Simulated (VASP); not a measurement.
A run of VASP 6.6.1 is set up as follows.

File INCAR:

```
  ALGO = Normal
  EDIFF = 1E-6
  ENCUT = 600
  GGA = PS
  GGA_COMPAT = False
  ISIF = 2
  ISMEAR = -1
  ISPIN = 2
  LASPH = True
  LCHARG = True
  LELF = True
  LMAXMIX = 4
  LORBIT = 11
  LREAL = False
  LVHAR = True
  LWAVE = False
  MAGMOM = 0.562
  NBANDS = 15
  NELM = 200
  PREC = Accurate
  SIGMA = 0.05
```

The input KPOINTS:

```
k-points
0
Gamma
  18 18 18
```

File POSCAR:

```
Ni
1.0
   -1.4136384658      1.4136384658      1.4136384658
    1.4136384658     -1.4136384658      1.4136384658
    1.4136384658      1.4136384658     -1.4136384658
Ni
1
Direct
    0.0000000000      0.0000000000      0.0000000000
```

Potentials or basis: VASP PAW PBE potentials, release 64 (Ni).

Run with:

```sh
$ cat potpaw_PBE.64/Ni/POTCAR > POTCAR
$ mpirun -np 1 vasp_std > vasp.out
```

Q: Estimate the pressure.

A: -14.1 GPa.

Q: What does it give for the site moments?

A: Ni +0.58 μB.

Q: Estimate the net moment.

A: 0.57 μB per cell.

Caveat: the PAW data sets were made with another functional, which shifts forces and pressure a little.
